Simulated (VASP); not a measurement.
The system is HgTe (Coloradoite).

```
Hg Te
1.0
     0.00000    3.27755    3.27755
     3.27755    0.00000    3.27755
     3.27755    3.27755    0.00000
Hg Te
1 1
Direct
  0.00000 0.00000 0.00000
  0.75000 0.75000 0.75000
```

Base run:

- Program: VASP 6.6.1
- Functional: BLYP
- Potentials or basis: VASP PAW PBE potentials, release 64 (Hg, Te)
- Cutoff: 520 eV
- k mesh: 7 × 7 × 7
- Occupations: fermi-dirac, width 0.05 eV
- Spin: no spin polarisation

Its results: band gap on the k mesh zero (filled and empty bands touch); pressure 4.9 GPa.

Q: After a change of settings the same cell gave: band gap on the k mesh zero (filled and empty bands touch); pressure 0.4 GPa. Which change was it?
A. functional from BLYP to PBE exchange alone; further incar settings from ALGO = Normal; EDIFF = 1e-06; NBANDS = 16 to ALGO = Normal; EDIFF = 1e-07; NBANDS = 16
B. functional from BLYP to r2SCAN
C. functional from BLYP to revPBE; further incar settings from ALGO = Normal; EDIFF = 1e-06; NBANDS = 16 to ALGO = Normal; EDIFF = 1e-07; NBANDS = 16
D. functional from BLYP to PBEsol; dispersion from none to D3(BJ)

A: B.

Caveats: the PAW data sets were made with another functional, which shifts forces and pressure a little; spin-orbit coupling is left out, which moves the levels of the heavy elements.
